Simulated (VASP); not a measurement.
A run of VASP 6.6.1:

The input INCAR:

```
ALGO     = Normal         # electronic algorithm
EDIFF    = 1E-6           # SCF threshold, eV
ENCUT    = 520            # plane-wave cutoff, eV
GGA      = PE             # functional
ISIF     = 2              # what is computed and relaxed
ISMEAR   = -1             # smearing method
ISPIN    = 2              # spin polarisation
LASPH    = T              # aspherical terms in the spheres
LCHARG   = F              # write CHGCAR
LMAXMIX  = 4              # l up to which the mixer works
LORBIT   = 11             # projections on sites
LREAL    = F              # projectors in reciprocal space
LWAVE    = F              # write WAVECAR
MAGMOM   = 1 1            # initial moments
NBANDS   = 21             # bands
NELM     = 150            # most SCF steps
PREC     = Accurate       # precision mode
SIGMA    = 0.05           # smearing width, eV
```

Contents of KPOINTS:

```
k-points
0
Gamma
  12 12 7
```

Contents of POSCAR:

```
Ni
1.0
    2.4642354424      0.0000000000      0.0000000000
   -1.2321177212      2.1340904941      0.0000000000
    0.0000000000      0.0000000000      4.0997805916
Ni
2
Direct
    0.6666666667      0.3333333333      0.7500000000
    0.3333333333      0.6666666667      0.2500000000
```

Potentials or basis: VASP PAW PBE potentials, release 64 (Ni).

The run is started by

```sh
$ cat potpaw_PBE.64/Ni/POTCAR > POTCAR
$ mpirun -np 1 vasp_std > vasp.out
```

Hardware: 1 thread of Intel Xeon 6975P-C (shared host).

**Question.** Estimate the wall time of this run.

**Answer.** Run time: 40 s on 1 thread of Intel Xeon 6975P-C, on a shared host, peak memory 0.17 GiB. Counts: scf iterations 13, k points 76.
